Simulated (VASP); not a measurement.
Input of a VASP 6.6.1 run:

File INCAR:

```
SYSTEM = C
PREC     = Accurate       ! precision mode
ENCUT    = 520            ! plane-wave cutoff, eV
EDIFF    = 1E-6           ! SCF threshold, eV
ISMEAR   = -1             ! smearing method
SIGMA    = 0.02           ! smearing width, eV
LREAL    = .FALSE.        ! projectors in reciprocal space
LASPH    = .TRUE.         ! aspherical terms in the spheres
NELM     = 60             ! most SCF steps
ALGO     = Normal         ! electronic algorithm
ISIF     = 2              ! what is computed and relaxed
LWAVE    = .FALSE.        ! write WAVECAR
LCHARG   = .FALSE.        ! write CHGCAR
GGA      = CA             ! functional
NBANDS   = 11             ! bands
```

Contents of KPOINTS:

```
Automatic mesh
0
G
  12 12 12
  0 0 0
```

File POSCAR:

```
C
1.0
    0.0000000000      1.7658723668      1.7658723668
    1.7658723668      0.0000000000      1.7658723668
    1.7658723668      1.7658723668      0.0000000000
C
2
Direct
    0.0000000000      0.0000000000      0.0000000000
    0.2500000000      0.2500000000      0.2500000000
```

Potentials or basis: VASP PAW LDA potentials, release 64 (C).

Command:

```sh
$ cat potpaw_LDA.64/C/POTCAR > POTCAR
$ mpirun -np 1 vasp_std > vasp.out
```

Estimate the band gap on the k mesh.

4.20 eV, indirect (least direct gap 5.63 eV).

Predict the pressure.

1.6 GPa.

A k mesh can miss the band edges.
